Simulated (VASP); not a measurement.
# TeP (P6_3/mmc) in VASP: single point with PBE

Aim: the single point of TeP with PBE.

Everything below comes from runs of VASP 6.6.1. Logs are shortened: lines on timing, memory, paths and dates and some standing lists are left out, and cuts for length are marked.

## (1) The cell of the first run

The structure is hexagonal, space group P6_3/mmc (No. 194). Conventional cell: a = 4.161 Å, b = 4.161 Å, c = 5.903 Å, α = 90.00°, β = 90.00°, γ = 120.00°. Te (site symmetry -6m2) has 6 P at 2.82 Å and 6 Te at 3.81 Å within 3.9 Å. P (site symmetry -3m) has 6 Te at 2.82 Å and 2 P at 2.95 Å within 3.7 Å.

The cell was built from a structure type or drawn by symmetry, and may not be a known phase.

## (2) Single point, PBE

INCAR reads:

```
ALGO     = Normal         # electronic algorithm
EDIFF    = 1E-6           # SCF threshold, eV
ENCUT    = 520            # plane-wave cutoff, eV
GGA      = PE             # functional
ISIF     = 2              # what is computed and relaxed
ISMEAR   = 0              # smearing method
LASPH    = T              # aspherical terms in the spheres
LCHARG   = F              # write CHGCAR
LREAL    = F              # projectors in reciprocal space
LWAVE    = F              # write WAVECAR
NBANDS   = 19             # bands
NELM     = 60             # most SCF steps
PREC     = Accurate       # precision mode
SIGMA    = 0.1            # smearing width, eV
```

KPOINTS reads:

```
k-points
0
Gamma
  6 6 4
```

POSCAR reads:

```
TeP
1.0
    4.1612867400      0.0000000000      0.0000000000
   -2.0806433700      3.6037800300      0.0000000000
    0.0000000000      0.0000000000      5.9029779400
Te P
2 2
Direct
    0.3333333300      0.6666666700      0.2500000000
    0.6666666700      0.3333333300      0.7500000000
    0.0000000000      0.0000000000      0.0000000000
    0.0000000000      0.0000000000      0.5000000000
```

Potentials or basis: VASP PAW PBE potentials, release 64 (Te, P).

Started as:

```sh
$ cat potpaw_PBE.64/Te/POTCAR potpaw_PBE.64/P/POTCAR > POTCAR
$ mpirun -np 1 vasp_std > vasp.out
```

OUTCAR:

```text
EDIFF = 1E-6
   ENCUT = 520
   GGA = PE
   ISIF = 2
   ISMEAR = 0
   LASPH = T
   LREAL = F
   NELM = 60
   PREC = Accurate

 ion  position               nearest neighbor table
   1  0.333  0.667  0.250-   3 2.82   4 2.82   3 2.82   4 2.82   3 2.82   4 2.82
   2  0.667  0.333  0.750-   3 2.82   4 2.82   3 2.82   4 2.82   3 2.82   4 2.82
   3  0.000  0.000  0.000-   1 2.82   2 2.82   2 2.82   1 2.82   2 2.82   1 2.82   4 2.95   4 2.95

   4  0.000  0.000  0.500-   1 2.82   2 2.82   2 2.82   1 2.82   2 2.82   1 2.82   3 2.95   3 2.95

  LATTYP: Found a hexagonal cell.
 ALAT       =     4.1612867400
 C/A-ratio  =     1.4185463076

  Lattice vectors:

 A1 = (   4.1612867400,   0.0000000000,   0.0000000000)
 A2 = (  -2.0806433700,   3.6037800300,   0.0000000000)
 A3 = (   0.0000000000,   0.0000000000,   5.9029779400)

Analysis of symmetry for initial positions (statically):
=====================================================================
 Subroutine PRICEL returns:
 Original cell was already a primitive cell.

 Routine SETGRP: Setting up the symmetry group for a
 hexagonal supercell.

 Subroutine GETGRP returns: Found 24 space group operations
 (whereof 12 operations were pure point group operations)
 out of a pool of 24 trial point group operations.

The static configuration has the point symmetry D_3d.
 The point group associated with its full space group is D_6h.

Analysis of symmetry for dynamics (positions and initial velocities):
=====================================================================
 Subroutine PRICEL returns:
 Original cell was already a primitive cell.

 Routine SETGRP: Setting up the symmetry group for a
 hexagonal supercell.

 Subroutine GETGRP returns: Found 24 space group operations
 (whereof 12 operations were pure point group operations)
 out of a pool of 24 trial point group operations.

The dynamic configuration has the point symmetry D_3d.
 The point group associated with its full space group is D_6h.

 Subroutine INISYM returns: Found 24 space group operations
 (whereof 12 operations are pure point group operations),
 and found     1 'primitive' translations

----------------------------------------------------------------------------------------

                                     Primitive cell

  volume of cell :      88.5232

  direct lattice vectors                    reciprocal lattice vectors
     4.161286740  0.000000000  0.000000000     0.240310284  0.138743207  0.000000000
    -2.080643370  3.603780030  0.000000000     0.000000000  0.277486415  0.000000000
     0.000000000  0.000000000  5.902977940     0.000000000  0.000000000  0.169406020

  length of vectors
     4.161286740  4.161286741  5.902977940     0.277486415  0.277486415  0.169406020

  position of ions in fractional coordinates (direct lattice)
     0.333333330  0.666666670  0.250000000
     0.666666670  0.333333330  0.750000000
     0.000000000  0.000000000  0.000000000
     0.000000000  0.000000000  0.500000000

  ion indices of the primitive-cell ions
   primitive index   ion index
                 1           1
                 2           2
                 3           3
                 4           4

----------------------------------------------------------------------------------------

 KPOINTS: k-points

Automatic generation of k-mesh.
 Grid dimensions read from file:
 generate k-points for:    6    6    4

 Generating k-lattice:

  Cartesian coordinates                     Fractional coordinates (reciprocal lattice)
     0.040051714  0.023123868  0.000000000     0.166666667 -0.000000000  0.000000000
     0.000000000  0.046247736  0.000000000     0.000000000  0.166666667  0.000000000
     0.000000000  0.000000000  0.042351505     0.000000000  0.000000000  0.250000000

  Length of vectors
     0.046247736  0.046247736  0.042351505

  Shift w.r.t. Gamma in fractional coordinates (k-lattice)
     0.000000000  0.000000000  0.000000000

 Subroutine IBZKPT returns following result:
 ===========================================

 Found     21 irreducible k-points:

 Following reciprocal coordinates:
            Coordinates               Weight
  0.000000  0.000000  0.000000      1.000000
  0.166667  0.000000  0.000000      6.000000
  0.333333 -0.000000  0.000000      6.000000
  0.500000 -0.000000  0.000000      3.000000
  0.166667  0.166667  0.000000      6.000000
  0.333333  0.166667  0.000000     12.000000
[... 13 lines left out ...]
  0.333333  0.166667  0.500000     12.000000
  0.333333  0.333333  0.500000      2.000000
   k-points           NKPTS =     21   k-points in BZ     NKDIM =     21   number of bands    NBANDS=     19
   number of dos      NEDOS =    301   number of ions     NIONS =      4
   total plane-waves  NPLWV =  49152
   dimension x,y,z NGX =    32 NGY =   32 NGZ =   48
   dimension x,y,z NGXF=    64 NGYF=   64 NGZF=   96
   ions per type =               2   2
   NGX,Y,Z   is equivalent  to a cutoff of  12.78, 12.78, 13.52 a.u.
   NGXF,Y,Z  is equivalent  to a cutoff of  25.57, 25.57, 27.04 a.u.
 SYSTEM =  unknown system
   PREC   = accura    normal or accurate (medium, high low for compatibility)
   ISTART =      0    job   : 0-new  1-cont  2-samecut
   ICHARG =      2    charge: 1-file 2-atom 10-const
   ISPIN  =      1    spin polarized calculation?
   LNONCOLLINEAR =      F non collinear calculations
   LSORBIT =      F    spin-orbit coupling
   LASPH  =      T    aspherical Exc in radial PAW
   ENCUT  =  520.0 eV  38.22 Ry    6.18 a.u.   7.74  7.74 10.98*2*pi/ulx,y,z
   NELM   =     60;   NELMIN=  2; NELMDL= -5     # of ELM steps
   EDIFF  = 0.1E-05   stopping-criterion for ELM
   LREAL  =      F    real-space projection
   EDIFFG = 0.1E-04   stopping-criterion for IOM
   NSW    =      0    number of steps for IOM
   IBRION =     -1    ionic relax: 0-MD 1-quasi-New 2-CG
   NFREE  =      0    steps in history (QN), initial steepest desc. (CG)
   ISIF   =      2    stress and relaxation
   ISYM   =      2    0-nonsym 1-usesym 2-fastsym
   POTIM  = 0.5000    time-step for ionic-motion
   TEBEG  =    0.0;   TEEND  =   0.0 temperature during run
   PSTRESS=    0.0 pullay stress
   NELECT =      22.0000    total number of electrons
   NUPDOWN=      -1.0000    fix difference up-down
   EMIN   =  10.00;   EMAX   =-10.00  energy-range for DOS
   EFERMI =   0.00;   METHOD = LEGACY
   ISMEAR =     0;   SIGMA  =   0.10  broadening in eV -4-tet -1-fermi 0-gaus
   EFERMI_NEDOS =   21; number of points for ismear=-14 and -15
   IALGO  =     38    algorithm
   IMIX   =      4    mixing-type and parameters
     AMIX     =   0.40;   BMIX     =  1.00
     AMIX_MAG =   1.60;   BMIX_MAG =  1.00
  volume/ion in A,a.u.               =      22.13       149.35
  Fermi-wavevector in a.u.,A,eV,Ry     =   1.029272  1.945041 14.414015  1.059400
  Thomas-Fermi vector in A             =   2.163311
   LORBIT       =      0    0 simple, 1 ext, 2 COOP (PROOUT), +10 PAW based schemes
   GGA     = PE    functional components
   LHFCALC =     F    Hartree Fock is set to
   AEXX    =    0.0000 exact exchange contribution
   IVDW    =     0    specifies the selected vdW correction
   LEPSILON=     F    determine dielectric tensor
   LRPA    =     F    only Hartree local field effects (RPA)
 non-spin polarized calculation
 Gauss-broadening in eV      SIGMA  =   0.10
  energy-cutoff  :      520.00
  volume of cell :       88.52
 maximum number of plane-waves:      2410
 NGX is ok and might be reduce to    32
   NGX = 15   NGY = 15   NGZ = 21

 number of electron      21.9999999 magnetization

 Free energy of the ion-electron system (eV)
  ---------------------------------------------------
  ext. energy  EPLUGINS =         0.00000000
  ---------------------------------------------------
  free energy    TOTEN  =       -14.93869962 eV

  energy without entropy =      -14.92664322  energy(sigma->0) =      -14.93267142

 E-fermi :   8.5110     XC(G=0): -10.3037

 val. band max:        8.4947823737   @ k =   0.1667   0.1667   0.2500
 cond. band min:       8.5917424979   @ k =   0.3333  -0.0000   0.2500
 fundamental gap:      0.0969601242
 Fermi energy:         8.5110262381

 k-point     1 :       0.0000    0.0000    0.0000
  band No.  band energies     occupation
      1      -6.6969      2.00000
      2      -3.4836      2.00000
      3      -2.3114      2.00000
      4       1.7569      2.00000
      5       4.4589      2.00000
      6       4.4589      2.00000
[... 11 lines left out ...]
     18      12.8183      0.00000
     19      13.2934      0.00000

 k-point     2 :       0.1667    0.0000    0.0000
  band No.  band energies     occupation
      1      -6.4144      2.00000
      2      -3.3501      2.00000
      3      -2.0826      2.00000
      4       0.3960      2.00000
      5       3.7019      2.00000
      6       3.7960      2.00000
[... 11 lines left out ...]
     18      13.7684      0.00000
     19      13.8865      0.00000

 k-point     3 :       0.3333   -0.0000    0.0000
  band No.  band energies     occupation
      1      -5.5900      2.00000
      2      -3.2599      2.00000
      3      -1.4994      2.00000
      4      -1.3634      2.00000
      5       2.1960      2.00000
      6       3.0656      2.00000
[... 11 lines left out ...]
     18      14.5199      0.00000
     19      15.9309      0.00000

 k-point     4 :       0.5000   -0.0000    0.0000
  band No.  band energies     occupation
      1      -4.5273      2.00000
      2      -4.0705      2.00000
      3      -1.8037      2.00000
      4      -1.0859      2.00000
      5       1.5556      2.00000
      6       2.6312      2.00000
[... 11 lines left out ...]
     18      16.0052      0.00000
     19      16.3232      0.00000

 k-point     5 :       0.1667    0.1667    0.0000
  band No.  band energies     occupation
      1      -5.8589      2.00000
      2      -3.1781      2.00000
      3      -1.6706      2.00000
      4      -1.0397      2.00000
      5       2.1883      2.00000
      6       4.1454      2.00000
[... 11 lines left out ...]
     18      14.3310      0.00000
     19      14.8238      0.00000

 k-point     6 :       0.3333    0.1667    0.0000
  band No.  band energies     occupation
      1      -4.8072      2.00000
      2      -3.4573      2.00000
      3      -2.2702      2.00000
      4      -1.1125      2.00000
      5       1.7054      2.00000
      6       3.0438      2.00000
[... 11 lines left out ...]
     18      15.0168      0.00000
     19      15.9014      0.00000

 k-point     7 :       0.3333    0.3333    0.0000
  band No.  band energies     occupation
      1      -3.6775      2.00000
      2      -3.5469      2.00000
      3      -3.5469      2.00000
      4      -0.8924      2.00000
      5       1.9298      2.00000
      6       3.3082      2.00000
[... 11 lines left out ...]
     18      14.0932      0.00000
     19      15.4244      0.00000

 k-point     8 :       0.0000    0.0000    0.2500
  band No.  band energies     occupation
      1      -6.4552      2.00000
      2      -4.5926      2.00000
      3      -0.9338      2.00000
      4       1.6035      2.00000
      5       4.6277      2.00000
      6       4.6277      2.00000
[... 190 lines left out ...]
 k-point    17 :       0.3333   -0.0000    0.5000
  band No.  band energies     occupation
      1      -4.7338      2.00000
      2      -4.7338      2.00000
      3      -1.2560      2.00000
      4      -1.2560      2.00000
      5       3.7676      2.00000
      6       3.7676      2.00000
[... 11 lines left out ...]
     18      14.1997      0.00000
     19      15.4563      0.00000

 k-point    18 :       0.5000   -0.0000    0.5000
  band No.  band energies     occupation
      1      -4.0361      2.00000
      2      -4.0361      2.00000
      3      -2.2902      2.00000
      4      -2.2902      2.00000
      5       3.8062      2.00000
      6       3.8062      2.00000
[... 11 lines left out ...]
     18      15.2952      0.00000
     19      17.1011      0.00000

 k-point    19 :       0.1667    0.1667    0.5000
  band No.  band energies     occupation
      1      -4.9659      2.00000
      2      -4.9659      2.00000
      3      -0.7966      2.00000
      4      -0.7966      2.00000
      5       3.1971      2.00000
      6       3.1971      2.00000
[... 11 lines left out ...]
     18      13.2670      0.00000
     19      15.5010      0.00000

 k-point    20 :       0.3333    0.1667    0.5000
  band No.  band energies     occupation
      1      -4.0986      2.00000
      2      -4.0986      2.00000
      3      -2.0940      2.00000
      4      -2.0940      2.00000
      5       2.3678      2.00000
      6       2.3678      2.00000
[... 11 lines left out ...]
     18      14.2943      0.00000
     19      16.2876      0.00000

 k-point    21 :       0.3333    0.3333    0.5000
  band No.  band energies     occupation
      1      -3.4741      2.00000
      2      -3.4741      2.00000
      3      -2.7385      2.00000
      4      -2.7385      2.00000
      5       1.6696      2.00000
      6       1.6696      2.00000
[... 11 lines left out ...]
     18      13.9677      0.00000
     19      16.3359      0.00000

------------------------ aborting loop because EDIFF is reached ----------------------------------------

  FORCE on cell =-STRESS in cart. coord.  units (eV):
  Direction    XX          YY          ZZ          XY          YZ          ZX
  --------------------------------------------------------------------------------------
  -------------------------------------------------------------------------------------
  Total        2.9569501      2.9569501      5.0107383      0.0000000     -0.0000000      0.0000000
  in kB       53.5177080     53.5177080     90.6891284      0.0000000     -0.0000000      0.0000000
  external PRESSURE =      65.9081815 kB  Pullay stress =       0.0000000 kB

 VOLUME and BASIS-vectors are now :
 -----------------------------------------------------------------------------
  energy-cutoff  :      520.00
  volume of cell :       88.52
      direct lattice vectors                 reciprocal lattice vectors
     4.161286740  0.000000000  0.000000000     0.240310284  0.138743207  0.000000000
    -2.080643370  3.603780030  0.000000000     0.000000000  0.277486415  0.000000000
     0.000000000  0.000000000  5.902977940     0.000000000  0.000000000  0.169406020

 POSITION                                       TOTAL-FORCE (eV/Angst)
 -----------------------------------------------------------------------------------
     -0.00000      2.40252      1.47574         0.000000      0.000000      0.000000
      2.08064      1.20126      4.42723        -0.000000     -0.000000      0.000000
      0.00000      0.00000      0.00000        -0.000000      0.000000      0.000000
      0.00000      0.00000      2.95149        -0.000000      0.000000      0.000000
 -----------------------------------------------------------------------------------
    total drift:                               -0.000003      0.000002     -0.000000

  FREE ENERGIE OF THE ION-ELECTRON SYSTEM (eV)
  ---------------------------------------------------
  free  energy   TOTEN  =       -14.9386996239 eV

  energy  without entropy=      -14.9266432174  energy(sigma->0) =      -14.93267142
```

Wall time 44 s (1 thread of AMD EPYC 7R43 (Zen 3), shared host); peak memory 0.18 GiB.

What came out:

```
Free energy            : -14.9387 eV
Pressure               : 6.6 GPa
Band gap on the k mesh : zero (bands 11 and 12 overlap by 3.04 eV)
```

Stress tensor (GPa, compression positive):
```
5.35 0.00 0.00
0.00 5.35 0.00
0.00 0.00 9.07
```

Levels at points of the mesh, in eV from the Fermi level:
```csv
k point,band 7,band 8,band 9,band 10,band 11,band 12,band 13,band 14,band 15,band 16
"(0.00, 0.00, 0.00)",-2.59,-2.59,-2.49,-1.03,-1.03,-0.94,-0.84,1.73,1.73,3.46
"(0.50, 0.00, 0.00)",-5.71,-1.95,-1.93,-1.69,-1.64,-1.02,1.83,3.87,4.16,4.91
"(0.00, 0.00, 0.50)",-3.42,-3.42,-3.02,-3.02,-0.11,-0.11,-0.11,-0.11,1.08,1.08
"(0.50, 0.00, 0.50)",-4.66,-4.66,-3.20,-3.20,0.78,0.78,2.17,2.17,2.79,2.79
```

Caveat: the cell stands under pressure; spin-orbit coupling is left out, which moves the levels of the heavy elements.
